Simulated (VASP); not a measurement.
# RbGe (P6_3/mmc) in VASP: notebook, part 2 of 2

VASP 6.6.1. Earlier steps stand in the parts before.

### Step 4. Single point, LDA

Input file INCAR:

```
SYSTEM = RbGe
PREC = Accurate
ENCUT = 500
EDIFF = 1E-6
ISMEAR = -1
SIGMA = 0.1
LREAL = .False.
LASPH = .True.
NELM = 120
ALGO = Normal
ISIF = 2
LWAVE = .False.
LCHARG = .True.
LELF = .True.
LVHAR = .True.
NBANDS = 31
GGA_COMPAT = .False.
```

Input file KPOINTS:

```
Automatic mesh
0
Gamma
  8 8 2
  0 0 0
```

Input file POSCAR:

```
RbGe
1.0
    3.3869654463      0.0000000000      0.0000000000
   -1.6934827231      2.9331981182      0.0000000000
    0.0000000000      0.0000000000     11.4892788680
Rb Ge
2 2
Direct
    0.0000000000      0.0000000000      0.0000000000
    0.0000000000      0.0000000000      0.5000000000
    0.3333333333      0.6666666667      0.2500000000
    0.6666666667      0.3333333333      0.7500000000
```

Potentials or basis: VASP PAW LDA potentials, release 64 (Rb_sv, Ge_d).

Command:

```bash
cat potpaw_LDA.64/Rb_sv/POTCAR potpaw_LDA.64/Ge_d/POTCAR > POTCAR
mpirun -np 1 vasp_std > vasp.out
```

OUTCAR:

```text
SYSTEM = RbGe
   PREC = Accurate
   ENCUT = 500
   EDIFF = 1E-6
   ISMEAR = -1
   LREAL = .False.
   LASPH = .True.
   NELM = 120
   ISIF = 2

 ion  position               nearest neighbor table
   1  0.000  0.000  0.000-   3 3.47   4 3.47   3 3.47   4 3.47   4 3.47   3 3.47   2 5.74   2 5.74

   2  0.000  0.000  0.500-   3 3.47   4 3.47   3 3.47   4 3.47   4 3.47   3 3.47   1 5.74   1 5.74

   3  0.333  0.667  0.250-   1 3.47   2 3.47   1 3.47   2 3.47   1 3.47   2 3.47
   4  0.667  0.333  0.750-   1 3.47   2 3.47   1 3.47   2 3.47   1 3.47   2 3.47

  LATTYP: Found a hexagonal cell.
 ALAT       =     3.3869654463
 C/A-ratio  =     3.3922043346

  Lattice vectors:

 A1 = (   3.3869654463,   0.0000000000,   0.0000000000)
 A2 = (  -1.6934827231,   2.9331981182,   0.0000000000)
 A3 = (   0.0000000000,   0.0000000000,  11.4892788680)

Analysis of symmetry for initial positions (statically):
=====================================================================
 Subroutine PRICEL returns:
 Original cell was already a primitive cell.

 Routine SETGRP: Setting up the symmetry group for a
 hexagonal supercell.

 Subroutine GETGRP returns: Found 24 space group operations
 (whereof 12 operations were pure point group operations)
[... 168 lines left out ...]
 cond. band min:       2.9538972928   @ k =   0.3750   0.1250   0.5000
 fundamental gap:      0.0677928563
 Fermi energy:         2.9383572712

 k-point     1 :       0.0000    0.0000    0.0000
  band No.  band energies     occupation
      1     -25.3366      2.00000
      2     -25.3356      2.00000
      3     -21.3106      2.00000
      4     -21.3106      2.00000
      5     -21.3106      2.00000
      6     -21.3106      2.00000
[... 669 lines left out ...]
     30       7.3836      0.00000
     31       8.2993      0.00000

------------------------ aborting loop because EDIFF is reached ----------------------------------------

  FORCE on cell =-STRESS in cart. coord.  units (eV):
  Direction    XX          YY          ZZ          XY          YZ          ZX
  --------------------------------------------------------------------------------------
  -------------------------------------------------------------------------------------
  Total       -0.3659263     -0.3659263     -0.2734414     -0.0000000     -0.0000000     -0.0000000
  in kB       -5.1364046     -5.1364046     -3.8382208     -0.0000000     -0.0000000     -0.0000000
  external PRESSURE =      -4.7036767 kB  Pullay stress =       0.0000000 kB

 VOLUME and BASIS-vectors are now :
 -----------------------------------------------------------------------------
  energy-cutoff  :      500.00
  volume of cell :      114.14
      direct lattice vectors                 reciprocal lattice vectors
     3.386965446  0.000000000  0.000000000     0.295249543  0.170462403  0.000000000
    -1.693482723  2.933198118  0.000000000     0.000000000  0.340924806  0.000000000
     0.000000000  0.000000000 11.489278868     0.000000000  0.000000000  0.087037665

 POSITION                                       TOTAL-FORCE (eV/Angst)
 -----------------------------------------------------------------------------------
      0.00000      0.00000      0.00000        -0.000000      0.000000      0.000000
      0.00000      0.00000      5.74464        -0.000000      0.000000      0.000000
     -0.00000      1.95547      2.87232         0.000000     -0.000000     -0.000000
      1.69348      0.97773      8.61696        -0.000000      0.000000      0.000000
 -----------------------------------------------------------------------------------
    total drift:                                0.000000     -0.000000      0.000000

  FREE ENERGIE OF THE ION-ELECTRON SYSTEM (eV)
  ---------------------------------------------------
  free  energy   TOTEN  =       -10.8427207628 eV

  energy  without entropy=      -10.7294559365  energy(sigma->0) =      -10.78608835
```

OSZICAR:

```text
N       E                     dE             d eps       ncg     rms          rms(c)
DAV:   1     0.435845263588E+03    0.43585E+03   -0.21707E+04  1491   0.276E+03
DAV:   2     0.538621489246E+02   -0.38198E+03   -0.36289E+03  1287   0.735E+02
DAV:   3    -0.661480513951E+01   -0.60477E+02   -0.59536E+02  1474   0.166E+02
DAV:   4    -0.110354195981E+02   -0.44206E+01   -0.44009E+01  1885   0.451E+01
DAV:   5    -0.112114137684E+02   -0.17599E+00   -0.17583E+00  1806   0.812E+00    0.682E+00
DAV:   6    -0.109414589287E+02    0.26995E+00   -0.27686E-01  1780   0.248E+00    0.447E+00
DAV:   7    -0.108476839729E+02    0.93775E-01   -0.51480E-01  1426   0.368E+00    0.728E-01
DAV:   8    -0.108432210842E+02    0.44629E-02   -0.12478E-01  1419   0.153E+00    0.312E-01
DAV:   9    -0.108430080509E+02    0.21303E-03   -0.76081E-03  1563   0.472E-01    0.108E-01
DAV:  10    -0.108427940996E+02    0.21395E-03   -0.77376E-04  1714   0.156E-01    0.622E-02
DAV:  11    -0.108427248947E+02    0.69205E-04   -0.13184E-04  1610   0.623E-02    0.141E-02
DAV:  12    -0.108427206379E+02    0.42568E-05   -0.30803E-05  1633   0.228E-02    0.476E-03
DAV:  13    -0.108427207628E+02   -0.12491E-06   -0.27355E-06  1222   0.913E-03
   1 F= -.10842721E+02 E0= -.10786088E+02  d E =-.113265E+00
```

Wall time 2.8 min (1 thread of Intel Xeon 8259CL, shared host); peak memory 0.22 GiB.

What came out:

- Free energy: -10.8427 eV
- Pressure: -0.5 GPa
- Band gap on the k mesh: zero (bands 23 and 24 overlap by 2.14 eV)

Stress tensor (GPa, compression positive):
```
-0.51  0.00  0.00
 0.00 -0.51  0.00
 0.00  0.00 -0.38
```

### Step 5. Overview

```csv
cell,k mesh,gap on the mesh (eV),pressure (GPa)
"a = 3.387, b = 3.387, c = 11.489 Å, angles 90.0, 90.0, 120.0°, 4 atoms",5 × 5 × 3,none,0.1
"a = 3.364, b = 3.364, c = 11.412 Å, angles 90.0, 90.0, 120.0°, 4 atoms",8 × 8 × 2,none,0.0
"a = 3.387, b = 3.387, c = 11.489 Å, angles 90.0, 90.0, 120.0°, 4 atoms",8 × 8 × 2,none,-0.5
```

Alike in all rows: task single point; level LDA; potentials or basis VASP PAW LDA potentials, release 64 (Rb_sv, Ge_d); no spin polarisation; cutoff (eV) 500; smearing fermi-dirac 0.1 eV.

Caveats: some runs use coarse meshes.

Total energies depend on the potentials used, so only differences within one code and one set of settings carry meaning.

The gap in the log of VASP goes by the Fermi energy; the results here count the filled bands.